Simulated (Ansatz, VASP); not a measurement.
AlN in VASP and in Ansatz

The input INCAR:

```
ALGO     = Normal         # electronic algorithm
EDIFF    = 1E-6           # SCF threshold, eV
ENCUT    = 520            # plane-wave cutoff, eV
GGA      = PE             # functional
ISIF     = 2              # what is computed and relaxed
ISMEAR   = 0              # smearing method
LASPH    = True           # aspherical terms in the spheres
LCHARG   = False          # write CHGCAR
LREAL    = False          # projectors in reciprocal space
LWAVE    = False          # write WAVECAR
NBANDS   = 26             # bands
NELM     = 100            # most SCF steps
PREC     = Accurate       # precision mode
SIGMA    = 0.05           # smearing width, eV
```

File KPOINTS:

```
k-points
0
Gamma
  8 6 4
```

The input POSCAR:

```
AlN
1.0
   -1.6567491617      2.8695737234      0.0000000000
    0.0000000000      0.0000000000      4.1874629526
    4.9702474850      2.8695737234      0.0000000000
Al N
4 4
Direct
    0.7597242915      0.7500000000      0.1264871790
    0.0000000000      0.7500000000      0.6666666667
    0.0000000000      0.2500000000      0.3333333333
    0.5000000000      0.2500000000      0.8333333333
    0.5000000000      0.2500000000      0.1666666667
    0.0000000000      0.2500000000      0.6666666667
    0.0000000000      0.7500000000      0.3333333333
    0.5000000000      0.7500000000      0.8333333333
```

Input for Ansatz:

```yaml
crystal:
  lattice:
    - [-1.6567491617, 2.8695737234, 0.0]
    - [0.0, 0.0, 4.1874629526]
    - [4.970247485, 2.8695737234, 0.0]
  atoms:
    - { symbol: Al, position: [0.7597242915, 0.75, 0.126487179] }
    - { symbol: Al, position: [0.0, 0.75, 0.6666666667] }
    - { symbol: Al, position: [0.0, 0.25, 0.3333333333] }
    - { symbol: Al, position: [0.5, 0.25, 0.8333333333] }
    - { symbol: "N", position: [0.5, 0.25, 0.1666666667] }
    - { symbol: "N", position: [0.0, 0.25, 0.6666666667] }
    - { symbol: "N", position: [0.0, 0.75, 0.3333333333] }
    - { symbol: "N", position: [0.5, 0.75, 0.8333333333] }
basis:
  ecutwfc: 420
kpoints:
  mp_grid: { grid: [8, 6, 4] }
hamiltonian:
  xc: pbe
  pseudopotentials: { kind: paw, azcp: { folder: soft_1 } }
scf:
  occupations: { method: gaussian, width: 0.05 }
output:
  forces: true
  stress: true
  eigenvalues: true
```

Alike in both runs: task single point; functional PBE; k mesh 8 × 6 × 4; occupations gaussian, width 0.05 eV; no spin polarisation.

|  | VASP | Ansatz |
| --- | --- | --- |
| version | VASP 6.6.1 | Ansatz 0.2.0 |
| potentials or method | VASP PAW PBE potentials, release 64 (Al, N), cutoff 520 eV | scalar-relativistic, plane waves, PAW |
| valence electrons in the cell | 32 | 32 |

```tsv
	VASP	Ansatz	Ansatz less VASP
gap on the k mesh at the Fermi level (eV)	1.74	1.75	+0.005
least direct gap on the mesh (eV)	1.74	1.75	+0.005
pressure (GPa)	19.0	19.0	0.00
traceless stress, the component that is largest in VASP (GPa)	25.71	25.50	-0.206
rms of the force components (eV/Å)	5.632	5.619	-0.0135
```

Atom by atom the forces differ by 0.021 eV/Å (rms over components). With one functional, cell and mesh, what is left measures potentials, basis and numerics.
